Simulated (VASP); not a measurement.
# KZn (NaTl type) (Fd-3m) in VASP: further runs

KZn (NaTl type) is run at these levels: PBEsol; tasks: single point.

Everything below comes from runs of VASP 6.6.1. Logs are shortened: lines on timing, memory, paths and dates and some standing lists are left out, and cuts for length are marked.

### 1 The cell of the first run

It takes space group Fd-3m (No. 227, cubic). The conventional cell has a = 6.560 Å, b = 6.560 Å, c = 6.560 Å, α = 90.00°, β = 90.00°, γ = 90.00°. Within 3.7 Å of K (site symmetry -43m) lie 4 K at 2.84 Å and 10 Zn at 2.84 to 3.28 Å. Zn (site symmetry -43m) has 4 Zn at 2.84 Å and 10 K at 2.84 to 3.28 Å within 3.7 Å.

### 2 Single point, PBEsol (17.64 Å³/atom)

INCAR reads:

```
SYSTEM = KZn
ALGO = Normal
EDIFF = 1E-6
ENCUT = 520
GGA = PS
ISIF = 2
ISMEAR = -1
LASPH = .True.
LCHARG = .True.
LELF = .True.
LREAL = .False.
LVHAR = .True.
LWAVE = .False.
NBANDS = 29
NELM = 80
PREC = Accurate
SIGMA = 0.05
```

KPOINTS reads:

```
k-points
0
Gamma
  7 7 7
  0 0 0
```

POSCAR reads:

```
KZn
1.0
    0.0000000000      3.2799829978      3.2799829978
    3.2799829978      0.0000000000      3.2799829978
    3.2799829978      3.2799829978      0.0000000000
K Zn
2 2
Direct
    0.1250000000      0.1250000000      0.1250000000
   -0.1250000000     -0.1250000000     -0.1250000000
    0.3750000000      0.3750000000      0.3750000000
   -0.3750000000     -0.3750000000     -0.3750000000
```

Potentials or basis: VASP PAW PBE potentials, release 64 (K_sv, Zn).

On the command line:

```
cat potpaw_PBE.64/K_sv/POTCAR potpaw_PBE.64/Zn/POTCAR > POTCAR
mpirun -np 1 vasp_std > vasp.out
```

OUTCAR:

```text
SYSTEM = KZn
   EDIFF = 1E-6
   ENCUT = 520
   GGA = PS
   ISIF = 2
   ISMEAR = -1
   LASPH = .True.
   LREAL = .False.
   NELM = 80
   PREC = Accurate

 ion  position               nearest neighbor table
   1  0.125  0.125  0.125-   2 2.84   3 2.84   2 2.84   2 2.84   2 2.84   3 2.84   3 2.84   3 2.84
                             4 3.28   4 3.28   4 3.28   4 3.28   4 3.28   4 3.28
   2  0.875  0.875  0.875-   1 2.84   4 2.84   4 2.84   4 2.84   4 2.84   1 2.84   1 2.84   1 2.84
                             3 3.28   3 3.28   3 3.28   3 3.28   3 3.28   3 3.28
   3  0.375  0.375  0.375-   1 2.84   4 2.84   1 2.84   1 2.84   1 2.84   4 2.84   4 2.84   4 2.84
                             2 3.28   2 3.28   2 3.28   2 3.28   2 3.28   2 3.28
   4  0.625  0.625  0.625-   2 2.84   3 2.84   3 2.84   3 2.84   3 2.84   2 2.84   2 2.84   2 2.84
                             1 3.28   1 3.28   1 3.28   1 3.28   1 3.28   1 3.28

  LATTYP: Found a face centered cubic cell.
 ALAT       =     6.5599659956

  Lattice vectors:

 A1 = (   0.0000000000,   3.2799829978,   3.2799829978)
 A2 = (   3.2799829978,   0.0000000000,   3.2799829978)
 A3 = (   3.2799829978,   3.2799829978,   0.0000000000)

Analysis of symmetry for initial positions (statically):
=====================================================================
 Subroutine PRICEL returns:
 Original cell was already a primitive cell.

 Routine SETGRP: Setting up the symmetry group for a
 face centered cubic supercell.

 Subroutine GETGRP returns: Found 48 space group operations
 (whereof 12 operations were pure point group operations)
 out of a pool of 48 trial point group operations.

The static configuration has the point symmetry D_3d.
 The point group associated with its full space group is O_h .

Analysis of symmetry for dynamics (positions and initial velocities):
=====================================================================
 Subroutine PRICEL returns:
 Original cell was already a primitive cell.

 Routine SETGRP: Setting up the symmetry group for a
 face centered cubic supercell.

 Subroutine GETGRP returns: Found 48 space group operations
 (whereof 12 operations were pure point group operations)
 out of a pool of 48 trial point group operations.

The dynamic configuration has the point symmetry D_3d.
 The point group associated with its full space group is O_h .

 Subroutine INISYM returns: Found 48 space group operations
 (whereof 12 operations are pure point group operations),
 and found     1 'primitive' translations

----------------------------------------------------------------------------------------

                                     Primitive cell

  volume of cell :      70.5740

  direct lattice vectors                    reciprocal lattice vectors
     0.000000000  3.279982998  3.279982998    -0.152439815  0.152439815  0.152439815
     3.279982998  0.000000000  3.279982998     0.152439815 -0.152439815  0.152439815
     3.279982998  3.279982998  0.000000000     0.152439815  0.152439815 -0.152439815

  length of vectors
     4.638596440  4.638596440  4.638596440     0.264033504  0.264033504  0.264033504

  position of ions in fractional coordinates (direct lattice)
     0.125000000  0.125000000  0.125000000
     0.875000000  0.875000000  0.875000000
     0.375000000  0.375000000  0.375000000
     0.625000000  0.625000000  0.625000000

  ion indices of the primitive-cell ions
   primitive index   ion index
                 1           1
                 2           2
                 3           3
                 4           4

----------------------------------------------------------------------------------------

 KPOINTS: k-points

Automatic generation of k-mesh.
 Grid dimensions read from file:
 generate k-points for:    7    7    7

 Generating k-lattice:

  Cartesian coordinates                     Fractional coordinates (reciprocal lattice)
    -0.021777116  0.021777116  0.021777116     0.142857143  0.000000000  0.000000000
     0.021777116 -0.021777116  0.021777116     0.000000000  0.142857143  0.000000000
     0.021777116  0.021777116 -0.021777116     0.000000000  0.000000000  0.142857143

  Length of vectors
     0.037719072  0.037719072  0.037719072

  Shift w.r.t. Gamma in fractional coordinates (k-lattice)
     0.000000000  0.000000000  0.000000000

 Subroutine IBZKPT returns following result:
 ===========================================

 Found     20 irreducible k-points:

 Following reciprocal coordinates:
            Coordinates               Weight
  0.000000  0.000000  0.000000      1.000000
  0.142857  0.000000  0.000000      8.000000
  0.285714  0.000000  0.000000      8.000000
  0.428571  0.000000  0.000000      8.000000
  0.142857  0.142857  0.000000      6.000000
  0.285714  0.142857  0.000000     24.000000
[... 12 lines left out ...]
 -0.428571  0.428571  0.142857     24.000000
 -0.285714  0.428571  0.142857     24.000000
   k-points           NKPTS =     20   k-points in BZ     NKDIM =     20   number of bands    NBANDS=     29
   number of dos      NEDOS =    301   number of ions     NIONS =      4
   total plane-waves  NPLWV =  46656
   dimension x,y,z NGX =    36 NGY =   36 NGZ =   36
   dimension x,y,z NGXF=    72 NGYF=   72 NGZF=   72
   ions per type =               2   2
   NGX,Y,Z   is equivalent  to a cutoff of  12.90, 12.90, 12.90 a.u.
   NGXF,Y,Z  is equivalent  to a cutoff of  25.80, 25.80, 25.80 a.u.
 SYSTEM =  KZn
   PREC   = accura    normal or accurate (medium, high low for compatibility)
   ISTART =      0    job   : 0-new  1-cont  2-samecut
   ICHARG =      2    charge: 1-file 2-atom 10-const
   ISPIN  =      1    spin polarized calculation?
   LNONCOLLINEAR =      F non collinear calculations
   LSORBIT =      F    spin-orbit coupling
   LASPH  =      T    aspherical Exc in radial PAW
   ENCUT  =  520.0 eV  38.22 Ry    6.18 a.u.   8.62  8.62  8.62*2*pi/ulx,y,z
   NELM   =     80;   NELMIN=  2; NELMDL= -5     # of ELM steps
   EDIFF  = 0.1E-05   stopping-criterion for ELM
   LREAL  =      F    real-space projection
   EDIFFG = 0.1E-04   stopping-criterion for IOM
   NSW    =      0    number of steps for IOM
   IBRION =     -1    ionic relax: 0-MD 1-quasi-New 2-CG
   NFREE  =      0    steps in history (QN), initial steepest desc. (CG)
   ISIF   =      2    stress and relaxation
   ISYM   =      2    0-nonsym 1-usesym 2-fastsym
   POTIM  = 0.5000    time-step for ionic-motion
   TEBEG  =    0.0;   TEEND  =   0.0 temperature during run
   PSTRESS=    0.0 pullay stress
   NELECT =      42.0000    total number of electrons
   NUPDOWN=      -1.0000    fix difference up-down
   EMIN   =  10.00;   EMAX   =-10.00  energy-range for DOS
   EFERMI =   0.00;   METHOD = LEGACY
   ISMEAR =    -1;   SIGMA  =   0.05  broadening in eV -4-tet -1-fermi 0-gaus
   EFERMI_NEDOS =   21; number of points for ismear=-14 and -15
   IALGO  =     38    algorithm
   IMIX   =      4    mixing-type and parameters
     AMIX     =   0.40;   BMIX     =  1.00
     AMIX_MAG =   1.60;   BMIX_MAG =  1.00
  volume/ion in A,a.u.               =      17.64       119.06
  Fermi-wavevector in a.u.,A,eV,Ry     =   1.377029  2.602207 25.799478  1.896208
  Thomas-Fermi vector in A             =   2.502219
   LORBIT       =      0    0 simple, 1 ext, 2 COOP (PROOUT), +10 PAW based schemes
   GGA     = PS    functional components
   LHFCALC =     F    Hartree Fock is set to
   AEXX    =    0.0000 exact exchange contribution
   IVDW    =     0    specifies the selected vdW correction
   LEPSILON=     F    determine dielectric tensor
   LRPA    =     F    only Hartree local field effects (RPA)
 non-spin polarized calculation
  energy-cutoff  :      520.00
  volume of cell :       70.57
 maximum number of plane-waves:      1917
   NGX = 17   NGY = 17   NGZ = 17

 number of electron      42.0000008 magnetization

 Free energy of the ion-electron system (eV)
  ---------------------------------------------------
  ext. energy  EPLUGINS =         0.00000000
  ---------------------------------------------------
  free energy    TOTEN  =        -2.35479821 eV

  energy without entropy =       -2.31547279  energy(sigma->0) =       -2.33513550

 E-fermi :   3.2925     XC(G=0): -10.8618

 val. band max:        3.2852873390   @ k =  -0.2857   0.4286   0.1429
 cond. band min:       3.3060269468   @ k =   0.1429   0.0000   0.0000
 fundamental gap:      0.0207396079
 Fermi energy:         3.2925431643

 k-point     1 :       0.0000    0.0000    0.0000
  band No.  band energies     occupation
      1     -28.0845      2.00000
      2     -27.2852      2.00000
      3     -11.9261      2.00000
      4     -11.9261      2.00000
      5     -11.9261      2.00000
      6     -10.9724      2.00000
[... 21 lines left out ...]
     28       6.3682      0.00000
     29      11.7006      0.00000

 k-point     2 :       0.1429    0.0000    0.0000
  band No.  band energies     occupation
      1     -28.0558      2.00000
      2     -27.3156      2.00000
      3     -11.9739      2.00000
      4     -11.9708      2.00000
      5     -11.9708      2.00000
      6     -10.9606      2.00000
[... 21 lines left out ...]
     28       7.5220      0.00000
     29      11.7115      0.00000

 k-point     3 :       0.2857    0.0000    0.0000
  band No.  band energies     occupation
      1     -27.9808      2.00000
      2     -27.3943      2.00000
      3     -12.0999      2.00000
      4     -12.0583      2.00000
      5     -12.0583      2.00000
      6     -10.8992      2.00000
[... 21 lines left out ...]
     28       9.3390      0.00000
     29      11.2892      0.00000

 k-point     4 :       0.4286    0.0000    0.0000
  band No.  band energies     occupation
      1     -27.9017      2.00000
      2     -27.4763      2.00000
      3     -12.2094      2.00000
      4     -12.1197      2.00000
      5     -12.1197      2.00000
      6     -10.8280      2.00000
[... 469 lines left out ...]
     28       9.2074      0.00000
     29       9.9542      0.00000

 k-point    19 :      -0.4286    0.4286    0.1429
  band No.  band energies     occupation
      1     -27.7702      2.00000
      2     -27.6108      2.00000
      3     -12.3700      2.00000
      4     -12.3191      2.00000
      5     -11.6121      2.00000
      6     -11.3827      2.00000
[... 21 lines left out ...]
     28       9.3624      0.00000
     29       9.7443      0.00000

 k-point    20 :      -0.2857    0.4286    0.1429
  band No.  band energies     occupation
      1     -27.7456      2.00000
      2     -27.6356      2.00000
      3     -12.4213      2.00000
      4     -12.3080      2.00000
      5     -11.6110      2.00000
      6     -11.3342      2.00000
[... 21 lines left out ...]
     28       8.9292      0.00000
     29      10.1797      0.00000

------------------------ aborting loop because EDIFF is reached ----------------------------------------

  FORCE on cell =-STRESS in cart. coord.  units (eV):
  Direction    XX          YY          ZZ          XY          YZ          ZX
  --------------------------------------------------------------------------------------
  -------------------------------------------------------------------------------------
  Total        8.4903192      8.4903192      8.4903192      0.0000000     -0.0000000      0.0000000
  in kB      192.7479756    192.7479756    192.7479756      0.0000000     -0.0000000      0.0000000
  external PRESSURE =     192.7479756 kB  Pullay stress =       0.0000000 kB

 VOLUME and BASIS-vectors are now :
 -----------------------------------------------------------------------------
  energy-cutoff  :      520.00
  volume of cell :       70.57
      direct lattice vectors                 reciprocal lattice vectors
     0.000000000  3.279982998  3.279982998    -0.152439815  0.152439815  0.152439815
     3.279982998  0.000000000  3.279982998     0.152439815 -0.152439815  0.152439815
     3.279982998  3.279982998  0.000000000     0.152439815  0.152439815 -0.152439815

 POSITION                                       TOTAL-FORCE (eV/Angst)
 -----------------------------------------------------------------------------------
      0.82000      0.82000      0.82000        -0.000000     -0.000000     -0.000000
      5.73997      5.73997      5.73997        -0.000000     -0.000000     -0.000000
      2.45999      2.45999      2.45999         0.000000     -0.000000     -0.000000
      4.09998      4.09998      4.09998        -0.000000      0.000000      0.000000
 -----------------------------------------------------------------------------------
    total drift:                               -0.000000     -0.000000      0.000000

  FREE ENERGIE OF THE ION-ELECTRON SYSTEM (eV)
  ---------------------------------------------------
  free  energy   TOTEN  =        -2.3547982139 eV

  energy  without entropy=       -2.3154727859  energy(sigma->0) =       -2.33513550
```

It took 1.9 min on 1 thread of AMD EPYC 7R43 (Zen 3), shared host; peak memory 0.18 GiB.

Results:

| Item | Value |
| --- | --- |
| Free energy | -2.3548 eV |
| Pressure | 19.3 GPa |
| Band gap on the k mesh | zero (bands 21 and 22 overlap by 1.36 eV) |

Caveat: the cell stands under pressure; the PAW data sets were made with another functional, which shifts forces and pressure a little.

### 3 Single point, PBEsol (23.52 Å³/atom)

This run uses another cell than the first one, of 23.52 Å³/atom.

INCAR reads:

```
PREC     = Accurate       # precision mode
ENCUT    = 520            # plane-wave cutoff, eV
EDIFF    = 1E-7           # SCF threshold, eV
ISMEAR   = -1             # smearing method
SIGMA    = 0.05           # smearing width, eV
LREAL    = False          # projectors in reciprocal space
LASPH    = True           # aspherical terms in the spheres
NELM     = 60             # most SCF steps
ALGO     = Normal         # electronic algorithm
ISIF     = 2              # what is computed and relaxed
LWAVE    = False          # write WAVECAR
LCHARG   = True           # write CHGCAR
GGA      = PS             # functional
LELF     = True           # ELF
LVHAR    = True         
NBANDS   = 29             # bands
```

KPOINTS reads:

```
Automatic mesh
0
Gamma
  7 7 7
```

POSCAR reads:

```
KZn
1.0
    0.0000000000      3.6100884121      3.6100884121
    3.6100884121      0.0000000000      3.6100884121
    3.6100884121      3.6100884121      0.0000000000
K Zn
2 2
Direct
    0.1250000000      0.1250000000      0.1250000000
   -0.1250000000     -0.1250000000     -0.1250000000
    0.3750000000      0.3750000000      0.3750000000
   -0.3750000000     -0.3750000000     -0.3750000000
```

Potentials or basis: VASP PAW PBE potentials, release 64 (K_sv, Zn).

On the command line:

```
cat potpaw_PBE.64/K_sv/POTCAR potpaw_PBE.64/Zn/POTCAR > POTCAR
mpirun -np 1 vasp_std > vasp.out
```

OUTCAR:

```text
PREC = Accurate
   ENCUT = 520
   EDIFF = 1E-7
   ISMEAR = -1
   LREAL = False
   LASPH = True
   NELM = 60
   ISIF = 2
   GGA = PS

 ion  position               nearest neighbor table
   1  0.125  0.125  0.125-   2 3.13   3 3.13   2 3.13   2 3.13   2 3.13   3 3.13   3 3.13   3 3.13

   2  0.875  0.875  0.875-   1 3.13   4 3.13   4 3.13   4 3.13   4 3.13   1 3.13   1 3.13   1 3.13

   3  0.375  0.375  0.375-   1 3.13   1 3.13   1 3.13   1 3.13
   4  0.625  0.625  0.625-   2 3.13   2 3.13   2 3.13   2 3.13

  LATTYP: Found a face centered cubic cell.
 ALAT       =     7.2201768242

  Lattice vectors:

 A1 = (   0.0000000000,   3.6100884121,   3.6100884121)
 A2 = (   3.6100884121,   0.0000000000,   3.6100884121)
 A3 = (   3.6100884121,   3.6100884121,   0.0000000000)

Analysis of symmetry for initial positions (statically):
=====================================================================
 Subroutine PRICEL returns:
 Original cell was already a primitive cell.

 Routine SETGRP: Setting up the symmetry group for a
[... 165 lines left out ...]
  free energy    TOTEN  =        -3.89777624 eV

  energy without entropy =       -3.86869423  energy(sigma->0) =       -3.88323523

 E-fermi :   2.0049     XC(G=0):  -9.5010

 val. band max:        1.9263633782   @ k =  -0.4286   0.4286   0.1429
 cond. band min:       2.0177759036   @ k =  -0.4286   0.2857   0.1429
 fundamental gap:      0.0914125254
 Fermi energy:         2.0048790455

 k-point     1 :       0.0000    0.0000    0.0000
  band No.  band energies     occupation
      1     -29.3611      2.00000
      2     -29.0337      2.00000
      3     -13.1209      2.00000
      4     -13.1209      2.00000
      5     -13.1209      2.00000
      6     -12.5784      2.00000
[... 629 lines left out ...]
     28       7.0582      0.00000
     29       8.0569      0.00000

------------------------ aborting loop because EDIFF is reached ----------------------------------------

  FORCE on cell =-STRESS in cart. coord.  units (eV):
  Direction    XX          YY          ZZ          XY          YZ          ZX
  --------------------------------------------------------------------------------------
  -------------------------------------------------------------------------------------
  Total        2.6958467      2.6958467      2.6958467      0.0000000      0.0000000      0.0000000
  in kB       45.9010130     45.9010130     45.9010130      0.0000000      0.0000000      0.0000000
  external PRESSURE =      45.9010130 kB  Pullay stress =       0.0000000 kB

 VOLUME and BASIS-vectors are now :
 -----------------------------------------------------------------------------
  energy-cutoff  :      520.00
  volume of cell :       94.10
      direct lattice vectors                 reciprocal lattice vectors
     0.000000000  3.610088412  3.610088412    -0.138500763  0.138500763  0.138500763
     3.610088412  0.000000000  3.610088412     0.138500763 -0.138500763  0.138500763
     3.610088412  3.610088412  0.000000000     0.138500763  0.138500763 -0.138500763

 POSITION                                       TOTAL-FORCE (eV/Angst)
 -----------------------------------------------------------------------------------
      0.90252      0.90252      0.90252         0.000000     -0.000000     -0.000000
      6.31765      6.31765      6.31765         0.000000     -0.000000     -0.000000
      2.70757      2.70757      2.70757        -0.000000      0.000000     -0.000000
      4.51261      4.51261      4.51261         0.000000     -0.000000      0.000000
 -----------------------------------------------------------------------------------
    total drift:                                0.000000     -0.000000     -0.000000

  FREE ENERGIE OF THE ION-ELECTRON SYSTEM (eV)
  ---------------------------------------------------
  free  energy   TOTEN  =        -3.8977762384 eV

  energy  without entropy=       -3.8686942284  energy(sigma->0) =       -3.88323523
```

Wall time 2.8 min (1 thread of AMD EPYC 7R43 (Zen 3), shared host); peak memory 0.22 GiB.

Results:

| Quantity | Value |
| --- | --- |
| Free energy | -3.8978 eV |
| Pressure | 4.6 GPa |
| Band gap on the k mesh | zero (bands 21 and 22 overlap by 1.32 eV) |

Caveat: the cell stands under pressure; the PAW data sets were made with another functional, which shifts forces and pressure a little.
